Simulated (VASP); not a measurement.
# BaTe (P4/mmm) in VASP: further runs, part 2 of 3

VASP 6.6.1. Earlier steps stand in the parts before.

## Step 3: Single point, LDA (strain -0.0750 x Voigt [0, 0, 1, 0, 0, 0])

File INCAR:

```
SYSTEM = BaTe
PREC = Accurate ; ENCUT = 520
EDIFF = 1E-6 ; ISMEAR = 0
SIGMA = 0.05 ; LREAL = .FALSE.
LASPH = .TRUE. ; NELM = 100
ALGO = Normal ; ISIF = 2
LWAVE = .FALSE. ; LCHARG = .TRUE.
LELF = .TRUE. ; LVHAR = .TRUE.
NBANDS = 15
```

File KPOINTS:

```
regular mesh
0
G
  6 6 6
  0 0 0
```

File POSCAR:

```
BaTe
1.0
    4.2624660000      0.0000000000      0.0000000000
    0.0000000000      4.2624660000      0.0000000000
    0.0000000000      0.0000000000      3.9427810500
Ba Te
1 1
Direct
    0.0000000000      0.0000000000      0.0000000000
    0.5000000000      0.5000000000      0.5000000000
```

Potentials or basis: VASP PAW LDA potentials, release 64 (Ba_sv, Te).

Run with:

```bash
$ cat potpaw_LDA.64/Ba_sv/POTCAR potpaw_LDA.64/Te/POTCAR > POTCAR
$ mpirun -np 1 vasp_std > vasp.out
```

OUTCAR:

```text
SYSTEM = BaTe
   PREC = Accurate
   ENCUT = 520
   EDIFF = 1E-6
   ISMEAR = 0
   LREAL = .FALSE.
   LASPH = .TRUE.
   NELM = 100
   ISIF = 2

 ion  position               nearest neighbor table
   1  0.000  0.000  0.000-   2 3.60   2 3.60   2 3.60   2 3.60   2 3.60   2 3.60   2 3.60   2 3.60

   2  0.500  0.500  0.500-   1 3.60   1 3.60   1 3.60   1 3.60   1 3.60   1 3.60   1 3.60   1 3.60

  LATTYP: Found a simple tetragonal cell.
 ALAT       =     4.2624660000
 C/A-ratio  =     0.9250000000

  Lattice vectors:

 A1 = (   4.2624660000,   0.0000000000,   0.0000000000)
 A2 = (   0.0000000000,   4.2624660000,   0.0000000000)
 A3 = (   0.0000000000,   0.0000000000,   3.9427810500)

Analysis of symmetry for initial positions (statically):
=====================================================================
 Subroutine PRICEL returns:
 Original cell was already a primitive cell.

 Routine SETGRP: Setting up the symmetry group for a
 simple tetragonal supercell.

 Subroutine GETGRP returns: Found 16 space group operations
 (whereof 16 operations were pure point group operations)
 out of a pool of 16 trial point group operations.

The static configuration has the point symmetry D_4h.

Analysis of symmetry for dynamics (positions and initial velocities):
=====================================================================
 Subroutine PRICEL returns:
 Original cell was already a primitive cell.

 Routine SETGRP: Setting up the symmetry group for a
 simple tetragonal supercell.

 Subroutine GETGRP returns: Found 16 space group operations
 (whereof 16 operations were pure point group operations)
 out of a pool of 16 trial point group operations.

The dynamic configuration has the point symmetry D_4h.

 Subroutine INISYM returns: Found 16 space group operations
 (whereof 16 operations are pure point group operations),
 and found     1 'primitive' translations

----------------------------------------------------------------------------------------

                                     Primitive cell

  volume of cell :      71.6349

  direct lattice vectors                    reciprocal lattice vectors
     4.262466000  0.000000000  0.000000000     0.234605977  0.000000000  0.000000000
     0.000000000  4.262466000  0.000000000     0.000000000  0.234605977  0.000000000
     0.000000000  0.000000000  3.942781050     0.000000000  0.000000000  0.253628083

  length of vectors
     4.262466000  4.262466000  3.942781050     0.234605977  0.234605977  0.253628083

  position of ions in fractional coordinates (direct lattice)
     0.000000000  0.000000000  0.000000000
     0.500000000  0.500000000  0.500000000

  ion indices of the primitive-cell ions
   primitive index   ion index
                 1           1
                 2           2

----------------------------------------------------------------------------------------

 KPOINTS: regular mesh

Automatic generation of k-mesh.
 Grid dimensions read from file:
 generate k-points for:    6    6    6

 Generating k-lattice:

  Cartesian coordinates                     Fractional coordinates (reciprocal lattice)
     0.039100996  0.000000000  0.000000000     0.166666667  0.000000000  0.000000000
     0.000000000  0.039100996  0.000000000     0.000000000  0.166666667  0.000000000
     0.000000000  0.000000000  0.042271347     0.000000000  0.000000000  0.166666667

  Length of vectors
     0.039100996  0.039100996  0.042271347

  Shift w.r.t. Gamma in fractional coordinates (k-lattice)
     0.000000000  0.000000000  0.000000000

 Subroutine IBZKPT returns following result:
 ===========================================

 Found     40 irreducible k-points:

 Following reciprocal coordinates:
            Coordinates               Weight
  0.000000  0.000000  0.000000      1.000000
  0.166667  0.000000  0.000000      4.000000
  0.333333  0.000000  0.000000      4.000000
  0.500000  0.000000  0.000000      2.000000
  0.166667  0.166667  0.000000      4.000000
  0.333333  0.166667  0.000000      8.000000
[... 16 lines left out ...]
  0.333333  0.000000  0.333333      8.000000
  0.500000  0.000000  0.333333      4.000000
 [... further k-points ...]
   k-points           NKPTS =     40   k-points in BZ     NKDIM =     40   number of bands    NBANDS=     15
   number of dos      NEDOS =    301   number of ions     NIONS =      2
   total plane-waves  NPLWV =  30720
   dimension x,y,z NGX =    32 NGY =   32 NGZ =   30
   dimension x,y,z NGXF=    64 NGYF=   64 NGZF=   60
   ions per type =               1   1
   NGX,Y,Z   is equivalent  to a cutoff of  12.48, 12.48, 12.65 a.u.
   NGXF,Y,Z  is equivalent  to a cutoff of  24.96, 24.96, 25.30 a.u.
 SYSTEM =  BaTe
   PREC   = accura    normal or accurate (medium, high low for compatibility)
   ISTART =      0    job   : 0-new  1-cont  2-samecut
   ICHARG =      2    charge: 1-file 2-atom 10-const
   ISPIN  =      1    spin polarized calculation?
   LNONCOLLINEAR =      F non collinear calculations
   LSORBIT =      F    spin-orbit coupling
   LASPH  =      T    aspherical Exc in radial PAW
   ENCUT  =  520.0 eV  38.22 Ry    6.18 a.u.   7.93  7.93  7.33*2*pi/ulx,y,z
   NELM   =    100;   NELMIN=  2; NELMDL= -5     # of ELM steps
   EDIFF  = 0.1E-05   stopping-criterion for ELM
   LREAL  =      F    real-space projection
   EDIFFG = 0.1E-04   stopping-criterion for IOM
   NSW    =      0    number of steps for IOM
   IBRION =     -1    ionic relax: 0-MD 1-quasi-New 2-CG
   NFREE  =      0    steps in history (QN), initial steepest desc. (CG)
   ISIF   =      2    stress and relaxation
   ISYM   =      2    0-nonsym 1-usesym 2-fastsym
   POTIM  = 0.5000    time-step for ionic-motion
   TEBEG  =    0.0;   TEEND  =   0.0 temperature during run
   PSTRESS=    0.0 pullay stress
   NELECT =      16.0000    total number of electrons
   NUPDOWN=      -1.0000    fix difference up-down
   EMIN   =  10.00;   EMAX   =-10.00  energy-range for DOS
   EFERMI =   0.00;   METHOD = LEGACY
   ISMEAR =     0;   SIGMA  =   0.05  broadening in eV -4-tet -1-fermi 0-gaus
   EFERMI_NEDOS =   21; number of points for ismear=-14 and -15
   IALGO  =     38    algorithm
   IMIX   =      4    mixing-type and parameters
     AMIX     =   0.40;   BMIX     =  1.00
     AMIX_MAG =   1.60;   BMIX_MAG =  1.00
  volume/ion in A,a.u.               =      35.82       241.71
  Fermi-wavevector in a.u.,A,eV,Ry     =   0.993284  1.877034 13.423679  0.986613
  Thomas-Fermi vector in A             =   2.125155
   LORBIT       =      0    0 simple, 1 ext, 2 COOP (PROOUT), +10 PAW based schemes
   GGA     = CA    functional components
   LHFCALC =     F    Hartree Fock is set to
   AEXX    =    0.0000 exact exchange contribution
   IVDW    =     0    specifies the selected vdW correction
   LEPSILON=     F    determine dielectric tensor
   LRPA    =     F    only Hartree local field effects (RPA)
 non-spin polarized calculation
 Gauss-broadening in eV      SIGMA  =   0.05
  energy-cutoff  :      520.00
  volume of cell :       71.63
 maximum number of plane-waves:      1952
 NGX is ok and might be reduce to    32
   NGX = 15   NGY = 15   NGZ = 15

 number of electron      15.9999999 magnetization

 Free energy of the ion-electron system (eV)
  ---------------------------------------------------
  ext. energy  EPLUGINS =         0.00000000
  ---------------------------------------------------
  free energy    TOTEN  =        -9.30142991 eV

  energy without entropy =       -9.30114564  energy(sigma->0) =       -9.30128777

 E-fermi :   4.6590     XC(G=0):  -9.3751

 val. band max:        4.6486518209   @ k =   0.0000   0.0000   0.0000
 cond. band min:       4.6758258349   @ k =   0.0000   0.0000   0.0000
 fundamental gap:      0.0271740140
 Fermi energy:         4.6590441119

 k-point     1 :       0.0000    0.0000    0.0000
  band No.  band energies     occupation
      1     -23.7247      2.00000
      2      -8.7890      2.00000
      3      -8.7890      2.00000
      4      -8.6693      2.00000
      5      -6.4491      2.00000
      6       3.6386      2.00000
      7       3.6386      2.00000
      8       4.3860      2.00000
      9       4.6487      1.23120
     10       4.6758      0.63503
     11       6.8759      0.00000
     12       8.4987      0.00000
     13       9.1392      0.00000
     14       9.1392      0.00000
[... 401 lines left out ...]
      2      -9.2290      2.00000
      3      -9.2132      2.00000
      4      -8.6623      2.00000
      5      -5.6557      2.00000
      6       1.6967      2.00000
      7       2.2511      2.00000
      8       3.6572      2.00000
      9       5.7130      0.00000
     10       6.8874      0.00000
     11       7.0757      0.00000
     12       7.8193      0.00000
     13       9.4338      0.00000
     14      10.7185      0.00000
     15      11.6703      0.00000

 [... further k-points ...]
[... 5 lines left out ...]
  --------------------------------------------------------------------------------------
  -------------------------------------------------------------------------------------
  Total       -1.0626232     -1.0626232      1.5975878      0.0000000      0.0000000     -0.0000000
  in kB      -23.7665066    -23.7665066     35.7314634      0.0000000      0.0000000     -0.0000000
  external PRESSURE =      -3.9338499 kB  Pullay stress =       0.0000000 kB

 VOLUME and BASIS-vectors are now :
 -----------------------------------------------------------------------------
  energy-cutoff  :      520.00
  volume of cell :       71.63
      direct lattice vectors                 reciprocal lattice vectors
     4.262466000  0.000000000  0.000000000     0.234605977  0.000000000  0.000000000
     0.000000000  4.262466000  0.000000000     0.000000000  0.234605977  0.000000000
     0.000000000  0.000000000  3.942781050     0.000000000  0.000000000  0.253628083

 POSITION                                       TOTAL-FORCE (eV/Angst)
 -----------------------------------------------------------------------------------
      0.00000      0.00000      0.00000         0.000000      0.000000      0.000000
      2.13123      2.13123      1.97139         0.000000      0.000000      0.000000
 -----------------------------------------------------------------------------------
    total drift:                                0.000000     -0.000000     -0.000000

  FREE ENERGIE OF THE ION-ELECTRON SYSTEM (eV)
  ---------------------------------------------------
  free  energy   TOTEN  =        -9.3014299063 eV

  energy  without entropy=       -9.3011456371  energy(sigma->0) =       -9.30128777
```

OSZICAR:

```text
N       E                     dE             d eps       ncg     rms          rms(c)
DAV:   1     0.795369840833E+02    0.79537E+02   -0.66124E+03  1200   0.921E+02
DAV:   2    -0.493603446035E+01   -0.84473E+02   -0.78313E+02  1600   0.157E+02
DAV:   3    -0.932481355480E+01   -0.43888E+01   -0.43567E+01  1620   0.382E+01
DAV:   4    -0.943968711203E+01   -0.11487E+00   -0.11485E+00  1553   0.614E+00
DAV:   5    -0.944193046770E+01   -0.22434E-02   -0.22433E-02  1749   0.714E-01    0.413E+00
DAV:   6    -0.932201973643E+01    0.11991E+00   -0.90046E-02  1410   0.187E+00    0.259E+00
DAV:   7    -0.930307189620E+01    0.18948E-01   -0.75152E-02  1545   0.160E+00    0.692E-01
DAV:   8    -0.930187617368E+01    0.11957E-02   -0.17502E-02  1333   0.720E-01    0.176E-01
DAV:   9    -0.930153925812E+01    0.33692E-03   -0.17952E-03  1354   0.274E-01    0.861E-02
DAV:  10    -0.930144832144E+01    0.90937E-04   -0.22357E-04  1417   0.109E-01    0.236E-02
DAV:  11    -0.930143057152E+01    0.17750E-04   -0.83063E-05  1417   0.465E-02    0.134E-02
DAV:  12    -0.930143169398E+01   -0.11225E-05   -0.99287E-06  1446   0.154E-02    0.193E-02
DAV:  13    -0.930143030900E+01    0.13850E-05   -0.13516E-06  1206   0.588E-03    0.245E-02
DAV:  14    -0.930142990627E+01    0.40274E-06   -0.15092E-06   983   0.741E-03
   1 F= -.93014299E+01 E0= -.93012878E+01  d E =-.284269E-03
```

stdout:

```text
POSCAR found type information on POSCAR BaTe
 POSCAR found :  2 types and       2 ions
 scaLAPACK will be used
 LDA part: xc-table for (Slater(with rela. corr.)+CA(PZ))
 , standard interpolation
 POSCAR, INCAR and KPOINTS ok, starting setup
 FFT: planning ... GRIDC
 FFT: planning ... GRID_SOFT
 FFT: planning ... GRID
 WAVECAR not read
 entering main loop
```

Run time: 25 s. Hardware: 1 thread of AMD EPYC 7R13 (Zen 3), shared host; peak memory 0.15 GiB.

Results:

```yaml
Free_energy: -9.3014 eV
Pressure: -0.4 GPa
Band_gap_on_the_k_mesh: zero (band 8 reaches 4.71 eV, above the bottom of band 9 at 4.65 eV)
```

Caveat: the cell differs from its parent crystal (strain -0.0750 x Voigt [0, 0, 1, 0, 0, 0]); spin-orbit coupling is left out, which moves the levels of the heavy elements.

## Step 4: Single point, LDA (strain +0.0750 x Voigt [0, 0, 1, 0, 0, 0])

File INCAR:

```
PREC = Accurate
ENCUT = 520
EDIFF = 1E-6
ISMEAR = 0
SIGMA = 0.05
LREAL = False
LASPH = True
NELM = 60
ALGO = Normal
ISIF = 2
LWAVE = False
LCHARG = False
GGA = CA
NBANDS = 15
```

File KPOINTS:

```
regular mesh
0
Gamma
  6 6 6
```

POSCAR: that of step 3 with these lines changed.

```diff
@@ -4,3 +4,3 @@
     0.0000000000      4.2624660000      0.0000000000
-    0.0000000000      0.0000000000      3.9427810500
+    0.0000000000      0.0000000000      4.5821509500
 Ba Te
```

Run with:

```bash
$ cat potpaw_LDA.64/Ba_sv/POTCAR potpaw_LDA.64/Te/POTCAR > POTCAR
$ mpirun -np 1 vasp_std > vasp.out
```

It took 33 s on 1 thread of AMD EPYC 7R13 (Zen 3), shared host; peak memory 0.16 GiB.

It converged, with:

```yaml
Free_energy: -9.1178 eV
Pressure: -4.4 GPa
Band_gap_on_the_k_mesh: 0.48 eV, indirect (least direct gap 0.58 eV)
```

Stress tensor (GPa, compression positive):
```
-2.84  0.00  0.00
 0.00 -2.84  0.00
 0.00  0.00 -7.55
```

Levels at points of the mesh, in eV from the valence-band top:
| k point | band 6 | band 7 | band 8 | band 9 | band 10 | band 11 |
| --- | --- | --- | --- | --- | --- | --- |
| (0.00, 0.00, 0.00) | -0.92 | -0.35 | -0.35 | 0.48 | 0.61 | 1.69 |
| (0.50, 0.00, 0.00) | -3.34 | -1.37 | -0.68 | 1.35 | 4.07 | 4.41 |
| (0.50, 0.50, 0.00) | -2.09 | -2.09 | -0.48 | 0.93 | 1.67 | 2.28 |
| (0.00, 0.00, 0.50) | -3.40 | -0.79 | -0.79 | 1.13 | 3.81 | 4.34 |
| (0.50, 0.00, 0.50) | -2.21 | -2.03 | 0.00 | 0.58 | 2.34 | 2.67 |
| (0.50, 0.50, 0.50) | -2.81 | -2.81 | -2.80 | 4.10 | 4.29 | 4.29 |

Caveat: the cell differs from its parent crystal (strain +0.0750 x Voigt [0, 0, 1, 0, 0, 0]); spin-orbit coupling is left out, which moves the levels of the heavy elements. A k mesh can miss the band edges.

(Continued in part 3 of 3.)
